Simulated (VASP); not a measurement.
# Rb (Im-3m) in VASP: notebook

Rb is run at these levels: PBE; tasks: single point, relaxation of cell and atoms.

All numbers are computed with VASP 6.6.1; they aren't measurements. Logs are shortened: lines on timing, memory, paths and dates and some standing lists are left out, and cuts for length are marked.

## (1) The cell of the first run

The structure is cubic, space group Im-3m (No. 229). Conventional cell: a = 5.726 Å, b = 5.726 Å, c = 5.726 Å, α = 90.00°, β = 90.00°, γ = 90.00°.

## (2) Single point, PBE (93.88 Å³/atom)

Input file INCAR:

```
PREC = Accurate ; ENCUT = 520
EDIFF = 1E-6 ; ISMEAR = 0
SIGMA = 0.1 ; LREAL = False
LASPH = True ; NELM = 80
ALGO = Normal ; ISIF = 2
LWAVE = False ; LCHARG = True
GGA = PE ; LELF = True
LVHAR = True ; NBANDS = 10
```

Input file KPOINTS:

```
Automatic mesh
0
Gamma
  10 10 10
```

Input file POSCAR:

```
Rb
1.0
   -2.8630707004      2.8630707004      2.8630707004
    2.8630707004     -2.8630707004      2.8630707004
    2.8630707004      2.8630707004     -2.8630707004
Rb
1
Direct
    0.0000000000      0.0000000000      0.0000000000
```

Potentials or basis: VASP PAW PBE potentials, release 64 (Rb_sv).

The run is started by

```bash
$ cat potpaw_PBE.64/Rb_sv/POTCAR > POTCAR
$ mpirun -np 1 vasp_std > vasp.out
```

OUTCAR:

```text
PREC = Accurate
   ENCUT = 520
   EDIFF = 1E-6
   ISMEAR = 0
   LREAL = False
   LASPH = True
   NELM = 80
   ISIF = 2
   GGA = PE

 ion  position               nearest neighbor table
   1  0.000  0.000  0.000-

  LATTYP: Found a body centered cubic cell.
 ALAT       =     5.7261414008

  Lattice vectors:

 A1 = (  -2.8630707004,   2.8630707004,   2.8630707004)
 A2 = (   2.8630707004,  -2.8630707004,   2.8630707004)
 A3 = (   2.8630707004,   2.8630707004,  -2.8630707004)

Analysis of symmetry for initial positions (statically):
=====================================================================
 Subroutine PRICEL returns:
 Original cell was already a primitive cell.

 Routine SETGRP: Setting up the symmetry group for a
 body centered cubic supercell.

 Subroutine GETGRP returns: Found 48 space group operations
 (whereof 48 operations were pure point group operations)
 out of a pool of 48 trial point group operations.

The static configuration has the point symmetry O_h .

Analysis of symmetry for dynamics (positions and initial velocities):
=====================================================================
 Subroutine PRICEL returns:
 Original cell was already a primitive cell.

 Routine SETGRP: Setting up the symmetry group for a
 body centered cubic supercell.

 Subroutine GETGRP returns: Found 48 space group operations
 (whereof 48 operations were pure point group operations)
 out of a pool of 48 trial point group operations.

The dynamic configuration has the point symmetry O_h .

 Subroutine INISYM returns: Found 48 space group operations
 (whereof 48 operations are pure point group operations),
 and found     1 'primitive' translations

----------------------------------------------------------------------------------------

                                     Primitive cell

  volume of cell :      93.8764

  direct lattice vectors                    reciprocal lattice vectors
    -2.863070700  2.863070700  2.863070700     0.000000000  0.174637671  0.174637671
     2.863070700 -2.863070700  2.863070700     0.174637671  0.000000000  0.174637671
     2.863070700  2.863070700 -2.863070700     0.174637671  0.174637671  0.000000000

  length of vectors
     4.958983919  4.958983919  4.958983919     0.246974963  0.246974963  0.246974963

  position of ions in fractional coordinates (direct lattice)
     0.000000000  0.000000000  0.000000000

  ion indices of the primitive-cell ions
   primitive index   ion index
                 1           1

----------------------------------------------------------------------------------------

 KPOINTS: Automatic mesh

Automatic generation of k-mesh.
 Grid dimensions read from file:
 generate k-points for:   10   10   10

 Generating k-lattice:

  Cartesian coordinates                     Fractional coordinates (reciprocal lattice)
     0.000000000  0.017463767  0.017463767     0.100000000  0.000000000  0.000000000
     0.017463767  0.000000000  0.017463767     0.000000000  0.100000000  0.000000000
     0.017463767  0.017463767  0.000000000     0.000000000  0.000000000  0.100000000

  Length of vectors
     0.024697496  0.024697496  0.024697496

  Shift w.r.t. Gamma in fractional coordinates (k-lattice)
     0.000000000  0.000000000  0.000000000

 Subroutine IBZKPT returns following result:
 ===========================================

 Found     47 irreducible k-points:

 Following reciprocal coordinates:
            Coordinates               Weight
  0.000000  0.000000  0.000000      1.000000
  0.100000  0.000000  0.000000     12.000000
  0.200000  0.000000  0.000000     12.000000
  0.300000  0.000000  0.000000     12.000000
  0.400000  0.000000  0.000000     12.000000
  0.500000  0.000000  0.000000      6.000000
[... 16 lines left out ...]
  0.300000  0.300000  0.100000      8.000000
 -0.300000  0.300000  0.100000     24.000000
 [... further k-points ...]
   k-points           NKPTS =     47   k-points in BZ     NKDIM =     47   number of bands    NBANDS=     10
   number of dos      NEDOS =    301   number of ions     NIONS =      1
   total plane-waves  NPLWV =  64000
   dimension x,y,z NGX =    40 NGY =   40 NGZ =   40
   dimension x,y,z NGXF=    80 NGYF=   80 NGZF=   80
   ions per type =               1
   NGX,Y,Z   is equivalent  to a cutoff of  13.41, 13.41, 13.41 a.u.
   NGXF,Y,Z  is equivalent  to a cutoff of  26.82, 26.82, 26.82 a.u.
 SYSTEM =  unknown system
   PREC   = accura    normal or accurate (medium, high low for compatibility)
   ISTART =      0    job   : 0-new  1-cont  2-samecut
   ICHARG =      2    charge: 1-file 2-atom 10-const
   ISPIN  =      1    spin polarized calculation?
   LNONCOLLINEAR =      F non collinear calculations
   LSORBIT =      F    spin-orbit coupling
   LASPH  =      T    aspherical Exc in radial PAW
   ENCUT  =  520.0 eV  38.22 Ry    6.18 a.u.   9.22  9.22  9.22*2*pi/ulx,y,z
   NELM   =     80;   NELMIN=  2; NELMDL= -5     # of ELM steps
   EDIFF  = 0.1E-05   stopping-criterion for ELM
   LREAL  =      F    real-space projection
   EDIFFG = 0.1E-04   stopping-criterion for IOM
   NSW    =      0    number of steps for IOM
   IBRION =     -1    ionic relax: 0-MD 1-quasi-New 2-CG
   NFREE  =      0    steps in history (QN), initial steepest desc. (CG)
   ISIF   =      2    stress and relaxation
   ISYM   =      2    0-nonsym 1-usesym 2-fastsym
   POTIM  = 0.5000    time-step for ionic-motion
   TEBEG  =    0.0;   TEEND  =   0.0 temperature during run
   PSTRESS=    0.0 pullay stress
   NELECT =       9.0000    total number of electrons
   NUPDOWN=      -1.0000    fix difference up-down
   EMIN   =  10.00;   EMAX   =-10.00  energy-range for DOS
   EFERMI =   0.00;   METHOD = LEGACY
   ISMEAR =     0;   SIGMA  =   0.10  broadening in eV -4-tet -1-fermi 0-gaus
   EFERMI_NEDOS =   21; number of points for ismear=-14 and -15
   IALGO  =     38    algorithm
   IMIX   =      4    mixing-type and parameters
     AMIX     =   0.40;   BMIX     =  1.00
     AMIX_MAG =   1.60;   BMIX_MAG =  1.00
  volume/ion in A,a.u.               =      93.88       633.51
  Fermi-wavevector in a.u.,A,eV,Ry     =   0.749268  1.415910  7.638336  0.561402
  Thomas-Fermi vector in A             =   1.845748
   LORBIT       =      0    0 simple, 1 ext, 2 COOP (PROOUT), +10 PAW based schemes
   GGA     = PE    functional components
   LHFCALC =     F    Hartree Fock is set to
   AEXX    =    0.0000 exact exchange contribution
   IVDW    =     0    specifies the selected vdW correction
   LEPSILON=     F    determine dielectric tensor
   LRPA    =     F    only Hartree local field effects (RPA)
 non-spin polarized calculation
 Gauss-broadening in eV      SIGMA  =   0.10
  energy-cutoff  :      520.00
  volume of cell :       93.88
 maximum number of plane-waves:      2550
 NGX is ok and might be reduce to    40
   NGX = 19   NGY = 19   NGZ = 19

 number of electron       9.0000000 magnetization

 Free energy of the ion-electron system (eV)
  ---------------------------------------------------
  ext. energy  EPLUGINS =         0.00000000
  ---------------------------------------------------
  free energy    TOTEN  =        -0.93528433 eV

  energy without entropy =       -0.92907639  energy(sigma->0) =       -0.93218036

 E-fermi :  -0.0547     XC(G=0):  -5.3924

 val. band max:       -0.0576738287   @ k =  -0.3000   0.4000   0.2000
 cond. band min:       0.0239731373   @ k =  -0.4000   0.4000   0.2000
 fundamental gap:      0.0816469660
 Fermi energy:        -0.0546837142

 k-point     1 :       0.0000    0.0000    0.0000
  band No.  band energies     occupation
      1     -28.9764      2.00000
      2     -13.0215      2.00000
      3     -13.0215      2.00000
      4     -13.0215      2.00000
      5      -1.9877      2.00000
      6       3.5928      0.00000
      7       3.5928      0.00000
      8       3.5928      0.00000
      9       4.5049      0.00000
     10       4.5049      0.00000

 k-point     2 :       0.1000    0.0000    0.0000
  band No.  band energies     occupation
      1     -28.9761      2.00000
      2     -13.0299      2.00000
      3     -13.0243      2.00000
      4     -13.0215      2.00000
      5      -1.8730      2.00000
      6       3.4026      0.00000
      7       3.4339      0.00000
      8       3.6972      0.00000
      9       4.2924      0.00000
     10       4.4614      0.00000

 k-point     3 :       0.2000    0.0000    0.0000
  band No.  band energies     occupation
      1     -28.9752      2.00000
      2     -13.0516      2.00000
      3     -13.0315      2.00000
      4     -13.0215      2.00000
      5      -1.5387      2.00000
      6       2.7680      0.00000
      7       3.1061      0.00000
      8       4.0054      0.00000
      9       4.2738      0.00000
     10       4.4119      0.00000

 k-point     4 :       0.3000    0.0000    0.0000
  band No.  band energies     occupation
      1     -28.9741      2.00000
      2     -13.0780      2.00000
      3     -13.0404      2.00000
      4     -13.0215      2.00000
      5      -1.0146      2.00000
      6       2.0113      0.00000
      7       2.7977      0.00000
      8       4.3578      0.00000
      9       4.4666      0.00000
     10       4.5018      0.00000

 k-point     5 :       0.4000    0.0000    0.0000
  band No.  band energies     occupation
      1     -28.9732      2.00000
      2     -13.0991      2.00000
      3     -13.0476      2.00000
      4     -13.0214      2.00000
      5      -0.3570      1.99998
      6       1.2640      0.00000
      7       2.5928      0.00000
      8       4.2451      0.00000
      9       4.6775      0.00000
     10       5.1548      0.00000

 k-point     6 :       0.5000    0.0000    0.0000
  band No.  band energies     occupation
      1     -28.9729      2.00000
      2     -13.1070      2.00000
      3     -13.0504      2.00000
      4     -13.0214      2.00000
      5       0.1886      0.00058
      6       0.7013      0.00000
      7       2.5219      0.00000
      8       4.1287      0.00000
      9       5.0196      0.00000
     10       5.1096      0.00000
[... 183 lines left out ...]
 k-point    21 :       0.3000    0.2000    0.1000
  band No.  band energies     occupation
      1     -28.9728      2.00000
      2     -13.0890      2.00000
      3     -13.0595      2.00000
      4     -13.0365      2.00000
      5       0.4531      0.00000
      6       1.1586      0.00000
      7       1.7346      0.00000
      8       3.3632      0.00000
      9       4.9218      0.00000
     10       5.1376      0.00000

 k-point    22 :      -0.2000    0.2000    0.1000
  band No.  band energies     occupation
      1     -28.9749      2.00000
      2     -13.0515      2.00000
      3     -13.0344      2.00000
      4     -13.0283      2.00000
      5      -1.4290      2.00000
      6       2.7999      0.00000
      7       3.1057      0.00000
      8       3.6046      0.00000
      9       4.0106      0.00000
     10       4.8885      0.00000

 k-point    23 :       0.3000    0.3000    0.1000
  band No.  band energies     occupation
      1     -28.9726      2.00000
      2     -13.0751      2.00000
      3     -13.0751      2.00000
      4     -13.0392      2.00000
      5       1.0706      0.00000
      6       1.0706      0.00000
      7       1.2168      0.00000
      8       3.1261      0.00000
      9       5.0352      0.00000
     10       5.0352      0.00000

 k-point    24 :      -0.3000    0.3000    0.1000
  band No.  band energies     occupation
      1     -28.9738      2.00000
      2     -13.0768      2.00000
      3     -13.0435      2.00000
      4     -13.0279      2.00000
      5      -0.9104      2.00000
      6       2.0467      0.00000
      7       2.8312      0.00000
      8       3.6595      0.00000
      9       4.4965      0.00000
     10       4.9118      0.00000

 [... further k-points ...]

------------------------ aborting loop because EDIFF is reached ----------------------------------------

  FORCE on cell =-STRESS in cart. coord.  units (eV):
  Direction    XX          YY          ZZ          XY          YZ          ZX
  --------------------------------------------------------------------------------------
  -------------------------------------------------------------------------------------
  Total       -0.0428163     -0.0428163     -0.0428163     -0.0000000     -0.0000000     -0.0000000
  in kB       -0.7307403     -0.7307403     -0.7307403     -0.0000000     -0.0000000     -0.0000000
  external PRESSURE =      -0.7307403 kB  Pullay stress =       0.0000000 kB

 VOLUME and BASIS-vectors are now :
 -----------------------------------------------------------------------------
  energy-cutoff  :      520.00
  volume of cell :       93.88
      direct lattice vectors                 reciprocal lattice vectors
    -2.863070700  2.863070700  2.863070700     0.000000000  0.174637671  0.174637671
     2.863070700 -2.863070700  2.863070700     0.174637671  0.000000000  0.174637671
     2.863070700  2.863070700 -2.863070700     0.174637671  0.174637671  0.000000000

 POSITION                                       TOTAL-FORCE (eV/Angst)
 -----------------------------------------------------------------------------------
      0.00000      0.00000      0.00000         0.000000     -0.000000      0.000000
 -----------------------------------------------------------------------------------
    total drift:                               -0.000000      0.000000     -0.000000

  FREE ENERGIE OF THE ION-ELECTRON SYSTEM (eV)
  ---------------------------------------------------
  free  energy   TOTEN  =        -0.9352843251 eV

  energy  without entropy=       -0.9290763861  energy(sigma->0) =       -0.93218036
```

Run time: 53 s. Hardware: 1 thread of Intel Xeon 8259CL, shared host; peak memory 0.24 GiB.

Results:

- Free energy: -0.9353 eV
- Pressure: -0.1 GPa
- Band gap on the k mesh: zero (an odd number of electrons rules out a gap without spin polarisation)

(Continued in part 2 of 2.)
